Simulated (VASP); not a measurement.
# SiO2 (I-42d) in VASP: further runs

SiO2 is run at these levels: LDA; tasks: single point.

All numbers are computed with VASP 6.6.1; they aren't measurements. Logs are shortened: lines on timing, memory, paths and dates and some standing lists are left out, and cuts for length are marked.

## Step 1: The cell of the first run

It takes space group I-42d (No. 122, tetragonal). Conventional cell: a = 4.950 Å, b = 4.950 Å, c = 7.179 Å, α = 90.00°, β = 90.00°, γ = 90.00°. Within 2.1 Å of Si (site symmetry -4) lie 4 O at 1.61 Å. Within 2.1 Å of O (site symmetry 2) lie 2 Si at 1.61 Å.

## Step 2: Single point, LDA

Contents of INCAR:

```
  PREC = Accurate
  ENCUT = 520
  EDIFF = 1E-6
  ISMEAR = 0
  SIGMA = 0.02
  LREAL = F
  LASPH = T
  NELM = 60
  ALGO = Normal
  ISIF = 2
  LWAVE = F
  LCHARG = F
  GGA = CA
  NBANDS = 44
```

Contents of KPOINTS:

```
Automatic mesh
0
Gamma
  6 6 4
```

Contents of POSCAR:

```
SiO2
1.0
    4.9498723543      0.0000000000      0.0000000000
    0.0000000000      4.9498723543      0.0000000000
    0.0000000000      0.0000000000      7.1794743892
Si O
4 8
Direct
    0.0000000000      0.0000000000      0.0000000000
    0.0000000000      0.5000000000      0.2500000000
    0.5000000000      0.5000000000      0.5000000000
    0.5000000000      0.0000000000      0.7500000000
    0.1002674453      0.2500000000      0.1250000000
    0.2500000000      0.6002674453      0.3750000000
    0.7500000000      0.3997325547      0.3750000000
    0.8997325547      0.7500000000      0.1250000000
    0.6002674453      0.7500000000      0.6250000000
    0.7500000000      0.1002674453      0.8750000000
    0.2500000000      0.8997325547      0.8750000000
    0.3997325547      0.2500000000      0.6250000000
```

Potentials or basis: VASP PAW LDA potentials, release 64 (Si, O).

The run is started by

```console
$ cat potpaw_LDA.64/Si/POTCAR potpaw_LDA.64/O/POTCAR > POTCAR
$ mpirun -np 1 vasp_std > vasp.out
```

OUTCAR:

```text
PREC = Accurate
   ENCUT = 520
   EDIFF = 1E-6
   ISMEAR = 0
   LREAL = F
   LASPH = T
   NELM = 60
   ISIF = 2
   GGA = CA

 ion  position               nearest neighbor table
   1  0.000  0.000  0.000-   5 1.61   8 1.61  10 1.61  11 1.61   2 3.06   4 3.06   2 3.06   4 3.06

   2  0.000  0.500  0.250-   5 1.61   6 1.61   7 1.61   8 1.61   1 3.06   3 3.06   1 3.06   3 3.06

   3  0.500  0.500  0.500-   6 1.61   7 1.61   9 1.61  12 1.61   2 3.06   4 3.06   4 3.06   2 3.06

   4  0.500  0.000  0.750-   9 1.61  10 1.61  11 1.61  12 1.61   1 3.06   3 3.06   3 3.06   1 3.06

   5  0.100  0.250  0.125-   1 1.61   2 1.61
   6  0.250  0.600  0.375-   2 1.61   3 1.61
   7  0.750  0.400  0.375-   2 1.61   3 1.61
   8  0.900  0.750  0.125-   1 1.61   2 1.61
   9  0.600  0.750  0.625-   3 1.61   4 1.61
  10  0.750  0.100  0.875-   1 1.61   4 1.61
  11  0.250  0.900  0.875-   1 1.61   4 1.61
  12  0.400  0.250  0.625-   3 1.61   4 1.61

  LATTYP: Found a simple tetragonal cell.
 ALAT       =     4.9498723543
 C/A-ratio  =     1.4504362689

  Lattice vectors:

 A1 = (   4.9498723543,   0.0000000000,   0.0000000000)
 A2 = (   0.0000000000,   4.9498723543,   0.0000000000)
 A3 = (   0.0000000000,   0.0000000000,   7.1794743892)

Analysis of symmetry for initial positions (statically):
=====================================================================
 Subroutine PRICEL returns following result:

  LATTYP: Found a body centered tetragonal cell.
 ALAT       =     4.9498723543
 C/A-ratio  =     1.4504362689

  Lattice vectors:

 A1 = (   2.4749361771,  -2.4749361771,  -3.5897371946)
 A2 = (  -2.4749361771,   2.4749361771,  -3.5897371946)
 A3 = (   2.4749361771,   2.4749361771,   3.5897371946)

   2 primitive cells build up your supercell.

 Routine SETGRP: Setting up the symmetry group for a
 simple tetragonal supercell.

 Subroutine GETGRP returns: Found  8 space group operations
 (whereof  4 operations were pure point group operations)
 out of a pool of 16 trial point group operations.

The static configuration has the point symmetry S_4 .
 The point group associated with its full space group is D_2d.

Analysis of symmetry for dynamics (positions and initial velocities):
=====================================================================
 Subroutine PRICEL returns following result:

[... 132 lines left out ...]
   IBRION =     -1    ionic relax: 0-MD 1-quasi-New 2-CG
   NFREE  =      0    steps in history (QN), initial steepest desc. (CG)
   ISIF   =      2    stress and relaxation
   ISYM   =      2    0-nonsym 1-usesym 2-fastsym
   POTIM  = 0.5000    time-step for ionic-motion
   TEBEG  =    0.0;   TEEND  =   0.0 temperature during run
   PSTRESS=    0.0 pullay stress
   NELECT =      64.0000    total number of electrons
   NUPDOWN=      -1.0000    fix difference up-down
   EMIN   =  10.00;   EMAX   =-10.00  energy-range for DOS
   EFERMI =   0.00;   METHOD = LEGACY
   ISMEAR =     0;   SIGMA  =   0.02  broadening in eV -4-tet -1-fermi 0-gaus
   EFERMI_NEDOS =   21; number of points for ismear=-14 and -15
   IALGO  =     38    algorithm
   IMIX   =      4    mixing-type and parameters
     AMIX     =   0.40;   BMIX     =  1.00
     AMIX_MAG =   1.60;   BMIX_MAG =  1.00
  volume/ion in A,a.u.               =      14.66        98.92
  Fermi-wavevector in a.u.,A,eV,Ry     =   1.168713  2.208548 18.584068  1.365890
  Thomas-Fermi vector in A             =   2.305196
   LORBIT       =      0    0 simple, 1 ext, 2 COOP (PROOUT), +10 PAW based schemes
   GGA     = CA    functional components
   LHFCALC =     F    Hartree Fock is set to
   AEXX    =    0.0000 exact exchange contribution
   IVDW    =     0    specifies the selected vdW correction
   LEPSILON=     F    determine dielectric tensor
   LRPA    =     F    only Hartree local field effects (RPA)
 non-spin polarized calculation
 Gauss-broadening in eV      SIGMA  =   0.02
  energy-cutoff  :      520.00
  volume of cell :      175.91
 maximum number of plane-waves:      4760
 NGX is ok and might be reduce to    40
   NGX = 19   NGY = 19   NGZ = 27

 number of electron      64.0000004 magnetization

 Free energy of the ion-electron system (eV)
  ---------------------------------------------------
  ext. energy  EPLUGINS =         0.00000000
  ---------------------------------------------------
  free energy    TOTEN  =      -103.74055484 eV

  energy without entropy =     -103.74055484  energy(sigma->0) =     -103.74055484

 E-fermi :  -0.4397     XC(G=0):  -8.8351

 val. band max:       -0.5774340016   @ k =   0.0000   0.0000   0.0000
 cond. band min:       5.2139765544   @ k =   0.0000   0.0000   0.0000
 fundamental gap:      5.7914105559
 Fermi energy:        -0.4397134981

 k-point     1 :       0.0000    0.0000    0.0000
  band No.  band energies     occupation
      1     -19.5907      2.00000
      2     -18.6109      2.00000
      3     -18.6109      2.00000
      4     -17.4567      2.00000
      5     -17.4567      2.00000
      6     -17.4142      2.00000
[... 1117 lines left out ...]
     43      10.8119      0.00000
     44      10.8151      0.00000

 [... further k-points ...]
[... 5 lines left out ...]
  --------------------------------------------------------------------------------------
  -------------------------------------------------------------------------------------
  Total        0.6171424      0.6171424      1.7538413      0.0000000      0.0000000      0.0000000
  in kB        5.6210228      5.6210228     15.9742405      0.0000000      0.0000000      0.0000000
  external PRESSURE =       9.0720954 kB  Pullay stress =       0.0000000 kB

 VOLUME and BASIS-vectors are now :
 -----------------------------------------------------------------------------
  energy-cutoff  :      520.00
  volume of cell :      175.91
      direct lattice vectors                 reciprocal lattice vectors
     4.949872354  0.000000000  0.000000000     0.202025412  0.000000000  0.000000000
     0.000000000  4.949872354  0.000000000     0.000000000  0.202025412  0.000000000
     0.000000000  0.000000000  7.179474389     0.000000000  0.000000000  0.139285962

 POSITION                                       TOTAL-FORCE (eV/Angst)
 -----------------------------------------------------------------------------------
      0.00000      0.00000      0.00000        -0.000000     -0.000000      0.000000
      0.00000      2.47494      1.79487        -0.000000     -0.000000     -0.000000
      2.47494      2.47494      3.58974        -0.000000     -0.000000      0.000000
      2.47494      0.00000      5.38461        -0.000000     -0.000000      0.000000
      0.49631      1.23747      0.89743         0.028332     -0.000000      0.000000
      1.23747      2.97125      2.69230        -0.000000      0.028332     -0.000000
      3.71240      1.97863      2.69230        -0.000000     -0.028332     -0.000000
      4.45356      3.71240      0.89743        -0.028332     -0.000000     -0.000000
      2.97125      3.71240      4.48717         0.028332     -0.000000      0.000000
      3.71240      0.49631      6.28204        -0.000000      0.028332     -0.000000
      1.23747      4.45356      6.28204        -0.000000     -0.028332      0.000000
      1.97863      1.23747      4.48717        -0.028332     -0.000000     -0.000000
 -----------------------------------------------------------------------------------
    total drift:                               -0.000000     -0.000000      0.000000

  FREE ENERGIE OF THE ION-ELECTRON SYSTEM (eV)
  ---------------------------------------------------
  free  energy   TOTEN  =      -103.7405548418 eV

  energy  without entropy=     -103.7405548418  energy(sigma->0) =     -103.74055484
```

OSZICAR:

```text
N       E                     dE             d eps       ncg     rms          rms(c)
DAV:   1     0.396365964991E+03    0.39637E+03   -0.32743E+04  2640   0.131E+03
DAV:   2    -0.855915726745E+02   -0.48196E+03   -0.46632E+03  3440   0.308E+02
DAV:   3    -0.116968928770E+03   -0.31377E+02   -0.31233E+02  3248   0.838E+01
DAV:   4    -0.117384550217E+03   -0.41562E+00   -0.41488E+00  3336   0.107E+01
DAV:   5    -0.117392135666E+03   -0.75854E-02   -0.75802E-02  3232   0.141E+00    0.303E+01
DAV:   6    -0.104110735247E+03    0.13281E+02   -0.51468E+01  3088   0.327E+01    0.151E+01
DAV:   7    -0.103883030215E+03    0.22771E+00   -0.14362E+00  3112   0.502E+00    0.524E+00
DAV:   8    -0.103760144533E+03    0.12289E+00   -0.79514E-02  3244   0.165E+00    0.202E+00
DAV:   9    -0.103739188450E+03    0.20956E-01   -0.31762E-02  3336   0.105E+00    0.306E-01
DAV:  10    -0.103740587728E+03   -0.13993E-02   -0.37521E-03  3100   0.294E-01    0.116E-01
DAV:  11    -0.103740546292E+03    0.41436E-04   -0.11207E-03  3128   0.172E-01    0.215E-02
DAV:  12    -0.103740551446E+03   -0.51539E-05   -0.27908E-05  3176   0.269E-02    0.126E-02
DAV:  13    -0.103740554619E+03   -0.31727E-05   -0.13092E-05  2936   0.161E-02    0.494E-03
DAV:  14    -0.103740554842E+03   -0.22294E-06   -0.34399E-07  2320   0.306E-03
   1 F= -.10374055E+03 E0= -.10374055E+03  d E =-.399974E-24
```

It took 3.9 min on 1 thread of Intel Xeon 6975P-C, shared host; peak memory 0.32 GiB.

Results:

```
Free energy            : -103.7406 eV
Pressure               : 0.9 GPa
Largest force          : 0.028 eV/Å
Band gap on the k mesh : 5.79 eV
```

Forces in eV/Å, atoms in the order of the input:
```
Si   0.000  0.000  0.000
Si   0.000  0.000  0.000
Si   0.000  0.000  0.000
Si   0.000  0.000  0.000
O    0.028  0.000  0.000
O    0.000  0.028  0.000
O    0.000 -0.028  0.000
O   -0.028  0.000  0.000
O    0.028  0.000  0.000
O    0.000  0.028  0.000
O    0.000 -0.028  0.000
O   -0.028  0.000  0.000
```

Stress tensor (GPa, compression positive):
```
0.56 0.00 0.00
0.00 0.56 0.00
0.00 0.00 1.60
```

Levels at points of the mesh, in eV from the valence-band top:
```
           k point  band 28  band 29  band 30  band 31  band 32  band 33  band 34  band 35  band 36  band 37
(0.00, 0.00, 0.00)    -0.68    -0.34    -0.34     0.00     0.00     5.79     8.61     8.79     8.79    10.05
(0.50, 0.00, 0.00)    -0.81    -0.63    -0.63    -0.18    -0.18     7.81     7.81     9.36     9.36     9.85
(0.50, 0.50, 0.00)    -0.97    -0.30    -0.30    -0.30    -0.30     9.00     9.00     9.00     9.00    10.13
(0.00, 0.00, 0.50)    -0.83    -0.20    -0.20    -0.20    -0.20     6.92     6.92     8.95     8.95    10.24
(0.50, 0.00, 0.50)    -0.78    -0.45    -0.45    -0.15    -0.15     8.19     8.19     8.79     8.79     9.52
(0.50, 0.50, 0.50)    -1.01    -0.41    -0.41    -0.41    -0.41     9.37     9.37     9.37     9.37     9.46
```

A k mesh can miss the band edges. As with any semilocal functional, this LDA gap is likely too small.

## Step 3: Single point, LDA

This run uses another cell than the first one, of 14.76 Å³/atom, 1.007 times its volume.

Contents of INCAR:

```
SYSTEM = SiO2
PREC     = Accurate       ! precision mode
ENCUT    = 520            ! plane-wave cutoff, eV
EDIFF    = 1E-6           ! SCF threshold, eV
ISMEAR   = 0              ! smearing method
SIGMA    = 0.02           ! smearing width, eV
LREAL    = .FALSE.        ! projectors in reciprocal space
LASPH    = .TRUE.         ! aspherical terms in the spheres
NELM     = 60             ! most SCF steps
ALGO     = Normal         ! electronic algorithm
ISIF     = 2              ! what is computed and relaxed
LWAVE    = .FALSE.        ! write WAVECAR
LCHARG   = .FALSE.        ! write CHGCAR
NBANDS   = 44             ! bands
```

Contents of KPOINTS:

```
regular mesh
0
G
  6 6 4
  0 0 0
```

Contents of POSCAR:

```
SiO2
1.0
    4.9288855259      0.0000000000      0.0000000000
    0.0000000000      4.9288855259      0.0000000000
    0.0000000000      0.0000000000      7.2888064865
Si O
4 8
Direct
    0.0000000000      0.0000000000      0.0000000000
    0.0000000000      0.5000000000      0.2500000000
    0.5000000000      0.5000000000      0.5000000000
    0.5000000000      0.0000000000      0.7500000000
    0.0985469533      0.2500000000      0.1250000000
    0.2500000000      0.5985469533      0.3750000000
    0.7500000000      0.4014530467      0.3750000000
    0.9014530467      0.7500000000      0.1250000000
    0.5985469533      0.7500000000      0.6250000000
    0.7500000000      0.0985469533      0.8750000000
    0.2500000000      0.9014530467      0.8750000000
    0.4014530467      0.2500000000      0.6250000000
```

Potentials or basis: VASP PAW LDA potentials, release 64 (Si, O).

The run is started by

```console
$ cat potpaw_LDA.64/Si/POTCAR potpaw_LDA.64/O/POTCAR > POTCAR
$ mpirun -np 1 vasp_std > vasp.out
```

Run time: 3.8 min. Hardware: 1 thread of Intel Xeon 6975P-C, shared host; peak memory 0.32 GiB.

Results (log left out):

```
Free energy            : -103.7528 eV
Pressure               : 0.6 GPa
Largest force          : 0.029 eV/Å
Band gap on the k mesh : 5.76 eV
```

Forces on the atoms (eV/Å):
```
Si   0.000  0.000  0.000
Si   0.000  0.000  0.000
Si   0.000  0.000  0.000
Si   0.000  0.000  0.000
O    0.029  0.000  0.000
O    0.000  0.029  0.000
O    0.000 -0.029  0.000
O   -0.029  0.000  0.000
O    0.029  0.000  0.000
O    0.000  0.029  0.000
O    0.000 -0.029  0.000
O   -0.029  0.000  0.000
```

Levels at points of the mesh, in eV from the valence-band top:
| k point | band 29 | band 30 | band 31 | band 32 | band 33 | band 34 | band 35 | band 36 |
| --- | --- | --- | --- | --- | --- | --- | --- | --- |
| (0.00, 0.00, 0.00) | -0.32 | -0.32 | 0.00 | 0.00 | 5.76 | 8.60 | 8.72 | 8.72 |
| (0.50, 0.00, 0.00) | -0.65 | -0.65 | -0.17 | -0.17 | 7.79 | 7.79 | 9.32 | 9.32 |
| (0.50, 0.50, 0.00) | -0.33 | -0.33 | -0.33 | -0.33 | 8.96 | 8.96 | 8.96 | 8.96 |
| (0.00, 0.00, 0.50) | -0.19 | -0.19 | -0.19 | -0.19 | 6.87 | 6.87 | 8.92 | 8.92 |
| (0.50, 0.00, 0.50) | -0.49 | -0.49 | -0.15 | -0.15 | 8.15 | 8.15 | 8.73 | 8.73 |
| (0.50, 0.50, 0.50) | -0.44 | -0.44 | -0.44 | -0.44 | 9.33 | 9.33 | 9.33 | 9.33 |

A k mesh can miss the band edges. A hybrid or GW would open this gap; LDA tends to underestimate it.
